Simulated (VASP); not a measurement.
# BN (R3m) in VASP: further runs

Runs on BN. Level: LDA. Tasks: single point.

Everything below comes from runs of VASP 6.6.1. Logs are shortened: lines on timing, memory, paths and dates and some standing lists are left out, and cuts for length are marked.

### Step 1. The cell of the first run

It takes space group R3m (No. 160, trigonal). The conventional cell has a = 2.559 Å, b = 2.559 Å, c = 6.794 Å, α = 90.00°, β = 90.00°, γ = 120.00°. B (site symmetry 3m) has 4 N at 1.58 to 1.70 Å within 2.1 Å. N (site symmetry 3m) has 4 B at 1.58 to 1.70 Å within 2.1 Å.

### Step 2. Single point, LDA (6.42 Å³/atom)

The input, INCAR:

```
SYSTEM = BN
  PREC = Accurate
  ENCUT = 600
  EDIFF = 1E-6
  ISMEAR = 0
  SIGMA = 0.05
  LREAL = .FALSE.
  LASPH = .TRUE.
  NELM = 120
  ALGO = Normal
  ISIF = 2
  LWAVE = .FALSE.
  LCHARG = .TRUE.
  LELF = .TRUE.
  LVHAR = .TRUE.
  NBANDS = 11
  GGA_COMPAT = .FALSE.
```

The input, KPOINTS:

```
regular mesh
0
G
  12 12 12
  0 0 0
```

The input, POSCAR:

```
BN
1.0
    0.0000000000      1.8098065388      1.8098065388
    1.8098065388      0.0000000000      1.8098065388
    1.9107937436      1.9107937436     -0.1009872049
B N
1 1
Direct
    0.0000000000      0.0000000000      0.0000000000
    0.7500000000      0.7500000000      0.7500000000
```

Potentials or basis: VASP PAW LDA potentials, release 64 (B, N).

On the command line:

```bash
$ cat potpaw_LDA.64/B/POTCAR potpaw_LDA.64/N/POTCAR > POTCAR
$ mpirun -np 1 vasp_std > vasp.out
```

OUTCAR:

```text
SYSTEM = BN
   PREC = Accurate
   ENCUT = 600
   EDIFF = 1E-6
   ISMEAR = 0
   LREAL = .FALSE.
   LASPH = .TRUE.
   NELM = 120
   ISIF = 2

 ion  position               nearest neighbor table
   1  0.000  0.000  0.000-   2 1.58   2 1.58   2 1.58   2 1.70
   2  0.750  0.750  0.750-   1 1.58   1 1.58   1 1.58   1 1.70

  LATTYP: Found a trigonal (rhomboedric) cell.
 ALAT       =     2.7041567775
 COS(alpha) =     0.5520798786

  Lattice vectors:

 A1 = (   1.9107937436,   0.1009872048,  -1.9107937437)
 A2 = (   0.1009872048,   1.9107937436,  -1.9107937437)
 A3 = (   1.9107937436,   1.9107937436,  -0.1009872049)

Analysis of symmetry for initial positions (statically):
=====================================================================
 Subroutine PRICEL returns:
 Original cell was already a primitive cell.

 Routine SETGRP: Setting up the symmetry group for a
 trigonal (rhombohedral) supercell.

 Subroutine GETGRP returns: Found  6 space group operations
 (whereof  6 operations were pure point group operations)
 out of a pool of 12 trial point group operations.

The static configuration has the point symmetry C_3v.

Analysis of symmetry for dynamics (positions and initial velocities):
=====================================================================
 Subroutine PRICEL returns:
 Original cell was already a primitive cell.

 Routine SETGRP: Setting up the symmetry group for a
 trigonal (rhombohedral) supercell.

 Subroutine GETGRP returns: Found  6 space group operations
 (whereof  6 operations were pure point group operations)
 out of a pool of 12 trial point group operations.

The dynamic configuration has the point symmetry C_3v.

 Subroutine INISYM returns: Found  6 space group operations
 (whereof  6 operations are pure point group operations),
 and found     1 'primitive' translations

----------------------------------------------------------------------------------------

                                     Primitive cell

  volume of cell :      12.8480

  direct lattice vectors                    reciprocal lattice vectors
     0.000000000  1.809806539  1.809806539    -0.269159948  0.283385298  0.269159948
     1.809806539  0.000000000  1.809806539     0.283385298 -0.269159948  0.269159948
     1.910793744  1.910793744 -0.100987205     0.254934597  0.254934597 -0.254934597

  length of vectors
     2.559452952  2.559452952  2.704156777     0.474553877  0.474553877  0.441559675

  position of ions in fractional coordinates (direct lattice)
     0.000000000  0.000000000  0.000000000
     0.750000000  0.750000000  0.750000000

  ion indices of the primitive-cell ions
   primitive index   ion index
                 1           1
                 2           2

----------------------------------------------------------------------------------------

 KPOINTS: regular mesh

Automatic generation of k-mesh.
 Grid dimensions read from file:
 generate k-points for:   12   12   12

 Generating k-lattice:

  Cartesian coordinates                     Fractional coordinates (reciprocal lattice)
    -0.022429996  0.023615442  0.022429996     0.083333333  0.000000000 -0.000000000
     0.023615442 -0.022429996  0.022429996     0.000000000  0.083333333 -0.000000000
     0.021244550  0.021244550 -0.021244550     0.000000000  0.000000000  0.083333333

  Length of vectors
     0.039546156  0.039546156  0.036796640

  Shift w.r.t. Gamma in fractional coordinates (k-lattice)
     0.000000000  0.000000000  0.000000000

 Subroutine IBZKPT returns following result:
 ===========================================

 Found    189 irreducible k-points:

 Following reciprocal coordinates:
            Coordinates               Weight
  0.000000  0.000000  0.000000      1.000000
  0.083333  0.000000  0.000000      6.000000
  0.166667  0.000000  0.000000      6.000000
  0.250000  0.000000 -0.000000      6.000000
  0.333333  0.000000 -0.000000      6.000000
  0.416667  0.000000  0.000000      6.000000
[... 16 lines left out ...]
  0.500000  0.166667 -0.000000     12.000000
 -0.416667  0.166667 -0.000000     12.000000
 [... further k-points ...]
   k-points           NKPTS =    189   k-points in BZ     NKDIM =    189   number of bands    NBANDS=     11
   number of dos      NEDOS =    301   number of ions     NIONS =      2
   total plane-waves  NPLWV =   9600
   dimension x,y,z NGX =    20 NGY =   20 NGZ =   24
   dimension x,y,z NGXF=    40 NGYF=   40 NGZF=   48
   ions per type =               1   1
   NGX,Y,Z   is equivalent  to a cutoff of  12.99, 12.99, 14.75 a.u.
   NGXF,Y,Z  is equivalent  to a cutoff of  25.98, 25.98, 29.51 a.u.
 SYSTEM =  BN
   PREC   = accura    normal or accurate (medium, high low for compatibility)
   ISTART =      0    job   : 0-new  1-cont  2-samecut
   ICHARG =      2    charge: 1-file 2-atom 10-const
   ISPIN  =      1    spin polarized calculation?
   LNONCOLLINEAR =      F non collinear calculations
   LSORBIT =      F    spin-orbit coupling
   LASPH  =      T    aspherical Exc in radial PAW
   ENCUT  =  600.0 eV  44.10 Ry    6.64 a.u.   5.11  5.11  5.40*2*pi/ulx,y,z
   NELM   =    120;   NELMIN=  2; NELMDL= -5     # of ELM steps
   EDIFF  = 0.1E-05   stopping-criterion for ELM
   LREAL  =      F    real-space projection
[... 7 lines left out ...]
   TEBEG  =    0.0;   TEEND  =   0.0 temperature during run
   PSTRESS=    0.0 pullay stress
   NELECT =       8.0000    total number of electrons
   NUPDOWN=      -1.0000    fix difference up-down
   EMIN   =  10.00;   EMAX   =-10.00  energy-range for DOS
   EFERMI =   0.00;   METHOD = LEGACY
   ISMEAR =     0;   SIGMA  =   0.05  broadening in eV -4-tet -1-fermi 0-gaus
   EFERMI_NEDOS =   21; number of points for ismear=-14 and -15
   IALGO  =     38    algorithm
   IMIX   =      4    mixing-type and parameters
     AMIX     =   0.40;   BMIX     =  1.00
     AMIX_MAG =   1.60;   BMIX_MAG =  1.00
  volume/ion in A,a.u.               =       6.42        43.35
  Fermi-wavevector in a.u.,A,eV,Ry     =   1.397954  2.641751 26.589543  1.954276
  Thomas-Fermi vector in A             =   2.521160
   LORBIT       =      0    0 simple, 1 ext, 2 COOP (PROOUT), +10 PAW based schemes
   GGA     = CA    functional components
   LHFCALC =     F    Hartree Fock is set to
   AEXX    =    0.0000 exact exchange contribution
   IVDW    =     0    specifies the selected vdW correction
   LEPSILON=     F    determine dielectric tensor
   LRPA    =     F    only Hartree local field effects (RPA)
 non-spin polarized calculation
 Gauss-broadening in eV      SIGMA  =   0.05
  energy-cutoff  :      600.00
  volume of cell :       12.85
 maximum number of plane-waves:       439
   NGX = 11   NGY = 11   NGZ = 11

 number of electron       8.0000001 magnetization

 Free energy of the ion-electron system (eV)
  ---------------------------------------------------
  ext. energy  EPLUGINS =         0.00000000
  ---------------------------------------------------
  free energy    TOTEN  =       -19.13146806 eV

  energy without entropy =      -19.13146806  energy(sigma->0) =      -19.13146806

 E-fermi :   6.6896     XC(G=0): -12.7015

 val. band max:        6.4976000741   @ k =   0.0000   0.0000   0.0000
 cond. band min:      10.4691677952   @ k =   0.5000   0.5000  -0.0000
 fundamental gap:      3.9715677211
 Fermi energy:         6.6896184529

 k-point     1 :       0.0000    0.0000    0.0000
  band No.  band energies     occupation
      1     -12.7999      2.00000
      2       6.0776      2.00000
      3       6.4976      2.00000
      4       6.4976      2.00000
      5      12.4525      0.00000
      6      15.3452      0.00000
      7      15.3452      0.00000
      8      16.5288      0.00000
      9      29.2928      0.00000
     10      32.7888      0.00000
     11      33.2445      0.00000

 k-point     2 :       0.0833    0.0000    0.0000
  band No.  band energies     occupation
      1     -12.6350      2.00000
      2       5.5989      2.00000
      3       6.0040      2.00000
      4       6.3011      2.00000
      5      12.6934      0.00000
      6      15.4064      0.00000
      7      15.6102      0.00000
      8      17.1196      0.00000
      9      28.9853      0.00000
     10      30.6883      0.00000
     11      31.3543      0.00000

 k-point     3 :       0.1667    0.0000    0.0000
  band No.  band energies     occupation
      1     -12.1464      2.00000
      2       3.7273      2.00000
      3       5.5669      2.00000
      4       5.8225      2.00000
      5      13.2545      0.00000
      6      15.6204      0.00000
      7      16.2120      0.00000
      8      18.3198      0.00000
      9      28.0070      0.00000
     10      29.4543      0.00000
     11      30.0329      0.00000

 k-point     4 :       0.2500    0.0000   -0.0000
  band No.  band energies     occupation
      1     -11.3574      2.00000
      2       1.4259      2.00000
      3       5.1223      2.00000
      4       5.2683      2.00000
      5      13.8227      0.00000
      6      15.9099      0.00000
      7      16.7604      0.00000
      8      19.4133      0.00000
      9      27.3237      0.00000
     10      28.8975      0.00000
     11      29.8403      0.00000
[... 239 lines left out ...]
 k-point    22 :       0.4167    0.1667   -0.0000
  band No.  band energies     occupation
      1      -9.5345      2.00000
      2      -1.0456      2.00000
      3       3.2536      2.00000
      4       3.4259      2.00000
      5      13.8094      0.00000
      6      17.4683      0.00000
      7      18.3901      0.00000
      8      19.9973      0.00000
      9      25.5931      0.00000
     10      30.3500      0.00000
     11      32.5578      0.00000

 k-point    23 :       0.5000    0.1667   -0.0000
  band No.  band energies     occupation
      1      -8.5791      2.00000
      2      -2.5702      2.00000
      3       2.7548      2.00000
      4       3.4959      2.00000
      5      14.0907      0.00000
      6      17.1483      0.00000
      7      18.3489      0.00000
      8      21.0574      0.00000
      9      25.9635      0.00000
     10      30.3963      0.00000
     11      32.0107      0.00000

 k-point    24 :      -0.4167    0.1667   -0.0000
  band No.  band energies     occupation
      1      -8.3392      2.00000
      2      -2.9232      2.00000
      3       2.4269      2.00000
      4       3.8341      2.00000
      5      14.4751      0.00000
      6      16.7549      0.00000
      7      18.1095      0.00000
      8      21.2897      0.00000
      9      26.2979      0.00000
     10      29.7683      0.00000
     11      31.4810      0.00000

 [... further k-points ...]

------------------------ aborting loop because EDIFF is reached ----------------------------------------

  FORCE on cell =-STRESS in cart. coord.  units (eV):
  Direction    XX          YY          ZZ          XY          YZ          ZX
  --------------------------------------------------------------------------------------
  -------------------------------------------------------------------------------------
  Total       -2.7209407     -2.7209407     -2.7209407     -1.4774024      1.4774024      1.4774024
  in kB     -339.3080271   -339.3080271   -339.3080271   -184.2357227    184.2357227    184.2357227
  external PRESSURE =    -339.3080271 kB  Pullay stress =       0.0000000 kB

 VOLUME and BASIS-vectors are now :
 -----------------------------------------------------------------------------
  energy-cutoff  :      600.00
  volume of cell :       12.85
      direct lattice vectors                 reciprocal lattice vectors
     0.000000000  1.809806539  1.809806539    -0.269159948  0.283385298  0.269159948
     1.809806539  0.000000000  1.809806539     0.283385298 -0.269159948  0.269159948
     1.910793744  1.910793744 -0.100987205     0.254934597  0.254934597 -0.254934597

 POSITION                                       TOTAL-FORCE (eV/Angst)
 -----------------------------------------------------------------------------------
      0.00000      0.00000      0.00000        -0.271438     -0.271438      0.271438
      2.79045      2.79045      2.63897         0.271438      0.271438     -0.271438
 -----------------------------------------------------------------------------------
    total drift:                                0.000085      0.000085     -0.000086

  FREE ENERGIE OF THE ION-ELECTRON SYSTEM (eV)
  ---------------------------------------------------
  free  energy   TOTEN  =       -19.1314680595 eV

  energy  without entropy=      -19.1314680595  energy(sigma->0) =      -19.13146806
```

It took 12 s on 1 thread of Intel Xeon Platinum 8559C (Emerald Rapids), shared host; peak memory 0.14 GiB.

What came out:

| Item | Value |
| --- | --- |
| Free energy | -19.1315 eV |
| Pressure | -33.9 GPa |
| Largest force | 0.470 eV/Å |
| Band gap on the k mesh | 3.97 eV (least direct gap 5.95 eV) |

Forces in eV/Å, atoms in the order of the input:
```
B   -0.271 -0.271  0.271
N    0.271  0.271 -0.271
```

Stress tensor (GPa, compression positive):
```
-33.93 -18.42  18.42
-18.42 -33.93  18.42
 18.42  18.42 -33.93
```

Levels at points of the mesh, in eV from the valence-band top:
| k point | band 2 | band 3 | band 4 | band 5 | band 6 | band 7 |
| --- | --- | --- | --- | --- | --- | --- |
| (0.00, 0.00, 0.00) | -0.42 | 0.00 | 0.00 | 5.95 | 8.85 | 8.85 |
| (0.50, 0.00, 0.00) | -10.05 | -2.12 | -2.04 | 7.91 | 9.76 | 10.55 |
| (0.50, 0.50, 0.00) | -8.51 | -5.01 | -4.21 | 3.97 | 8.77 | 15.68 |
| (0.00, 0.00, 0.50) | -10.23 | -1.36 | -1.36 | 10.40 | 10.48 | 10.48 |

Caveat: the cell stands under tension. A k mesh can miss the band edges.

### Step 3. Single point, LDA (6.42 Å³/atom)

The input, INCAR:

```
SYSTEM = BN
  ALGO = Normal
  EDIFF = 1E-6
  ENCUT = 600
  GGA_COMPAT = .False.
  ISIF = 2
  ISMEAR = 0
  LASPH = .True.
  LCHARG = .False.
  LREAL = .False.
  LWAVE = .False.
  NBANDS = 11
  NELM = 120
  PREC = Accurate
  SIGMA = 0.05
```

The input, KPOINTS:

```
k-points
0
Gamma
  12 12 12
  0 0 0
```

The input, POSCAR:

```
BN
1.0
    0.0000000000      1.9094105397      1.9094105397
    1.9094105397      0.0000000000      1.9094105397
    1.8111395439      1.8111395439      0.0982709958
B N
1 1
Direct
    0.0000000000      0.0000000000      0.0000000000
    0.7500000000      0.7500000000      0.7500000000
```

Potentials or basis: VASP PAW LDA potentials, release 64 (B, N).

On the command line:

```bash
$ cat potpaw_LDA.64/B/POTCAR potpaw_LDA.64/N/POTCAR > POTCAR
$ mpirun -np 1 vasp_std > vasp.out
```

It took 11 s on 1 thread of Intel Xeon Platinum 8559C (Emerald Rapids), shared host; peak memory 0.14 GiB.

Results (log left out):

| Quantity | Value |
| --- | --- |
| Free energy | -19.1252 eV |
| Pressure | -33.7 GPa |
| Largest force | 0.097 eV/Å |
| Band gap on the k mesh | 4.05 eV (least direct gap 7.61 eV) |

Forces on the atoms (eV/Å):
```
B   -0.056 -0.056  0.056
N    0.056  0.056 -0.056
```

Stress tensor (GPa, compression positive):
```
-33.70  19.88 -19.88
 19.88 -33.70 -19.88
-19.88 -19.88 -33.70
```

Levels at points of the mesh, in eV from the valence-band top:
```
           k point  band 1  band 2  band 3  band 4  band 5  band 6  band 7  band 8
(0.00, 0.00, 0.00)  -19.20   -0.08   -0.08    0.00    7.61    7.61    7.63   11.20
(0.50, 0.00, 0.00)  -15.52  -10.07   -1.72   -1.52    9.07    9.51   11.42   14.14
(0.50, 0.50, 0.00)  -14.05   -8.40   -5.02   -4.03    4.05    8.87   15.96   16.28
(0.00, 0.00, 0.50)  -14.68   -9.78   -2.39   -2.39    7.82    9.53    9.53   14.26
```

Caveat: the cell stands under tension.
